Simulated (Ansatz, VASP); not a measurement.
## Two plane-wave programs on Pb

Contents of INCAR:

```
SYSTEM = Pb
  ALGO = Normal
  EDIFF = 1E-6
  EDIFFG = -0.01
  ENCUT = 600
  GGA = PE
  IBRION = 2
  ISIF = 3
  ISMEAR = 0
  LASPH = .TRUE.
  LCHARG = .FALSE.
  LREAL = .FALSE.
  LWAVE = .FALSE.
  NELM = 80
  NSW = 80
  PREC = Accurate
  SIGMA = 0.1
```

KPOINTS

```
k-points
0
G
  14 14 14
  0 0 0
```

File POSCAR:

```
Pb
1.0
    0.0000000000      2.5265664902      2.5265664902
    2.5265664902      0.0000000000      2.5265664902
    2.5265664902      2.5265664902      0.0000000000
Pb
1
Direct
    0.0000000000      0.0000000000      0.0000000000
```

Input for Ansatz:

```yaml
crystal:
  lattice:
    - [0.0, 2.5265664902, 2.5265664902]
    - [2.5265664902, 0.0, 2.5265664902]
    - [2.5265664902, 2.5265664902, 0.0]
  atoms:
    - { symbol: Pb, position: [0.0, 0.0, 0.0] }
basis:
  ecutwfc: 420
kpoints:
  mp_grid: { grid: [14, 14, 14] }
hamiltonian:
  xc: pbe
scf:
  occupations: { method: gaussian, width: 0.1 }
output:
  forces: true
  stress: true
  eigenvalues: true
relax:
  adjacent_minimum: "off"
  f_tol: 0.01
  max_steps: 60
  cell: { stress_tol: 0.1 }
```

Alike in both runs: task relaxation of cell and atoms; functional PBE; k mesh 14 × 14 × 14; occupations gaussian, width 0.1 eV; no spin polarisation.

|  | VASP | Ansatz |
| --- | --- | --- |
| version | VASP 6.6.1 | Ansatz 0.2.0 |
| potentials or method | VASP PAW PBE potentials, release 64 (Pb_d), cutoff 600 eV | scalar-relativistic, plane waves, PAW |
| valence electrons in the cell | 14 | 14 |

VASP gave:

| Item | Value |
| --- | --- |
| gap on the k mesh at the Fermi level, each at its own relaxed structure (eV) | none |
| relaxed volume (Å³/atom) | 32.01 |
| relaxed cell length with the largest relative difference (Å) | 3.564 |

Problem. Estimate Ansatz's values.

Solution. gap on the k mesh at the Fermi level, each at its own relaxed structure (eV): none; relaxed volume (Å³/atom): 32.05; relaxed cell length with the largest relative difference (Å): 3.565.

A gap of «none» marks a metal or a gap that the smearing closes.

Spin-orbit coupling is off throughout.
